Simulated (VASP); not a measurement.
A run of VASP 6.6.1 is set up as follows.

Contents of POSCAR:

```
MgO
1.0
    0.0000000000      2.1021674155      2.1652324379
    2.1021674155      0.0000000000      2.1652324379
    2.1021674155      2.1021674155      0.0000000000
Mg O
1 1
Direct
    0.0000000000      0.0000000000      0.0000000000
    0.5000000000      0.5000000000      0.5000000000
```

File INCAR.step1:

```
PREC = Accurate ; ENCUT = 520
ISMEAR = 0 ; SIGMA = 0.01
LREAL = False ; LASPH = True
NELM = 80 ; NBANDS = 11
GGA = PE ; ALGO = Normal
EDIFF = 1E-4 ; LWAVE = True
LCHARG = False
```

Contents of INCAR.step2:

```
PREC = Accurate ; ENCUT = 520
EDIFF = 1E-6 ; ISMEAR = 0
SIGMA = 0.01 ; LREAL = False
LASPH = True ; NELM = 80
ALGO = Normal ; ISIF = 2
LWAVE = False ; LCHARG = False
METAGGA = R2SCAN ; LMIXTAU = True
NBANDS = 11 ; ISTART = 1
```

The input KPOINTS:

```
Automatic mesh
0
Gamma
  10 10 10
```

Potentials or basis: VASP PAW PBE potentials, release 64 (Mg, O).

Command:

```sh
$ cat potpaw_PBE.64/Mg/POTCAR potpaw_PBE.64/O/POTCAR > POTCAR
$ cp INCAR.step1 INCAR
$ mpirun -np 1 vasp_std > vasp.out
$ cp INCAR.step2 INCAR
$ mpirun -np 1 vasp_std > vasp.out
```

(1) What does it give for the band gap on the k mesh?

(2) What does it give for the pressure?

Answers

(1) 5.32 eV.

(2) -5.5 GPa.

Caveat: the cell differs from its parent crystal (uniaxial z strain +3.0%); the cell stands under tension; the PAW data sets were made with another functional, which shifts forces and pressure a little.
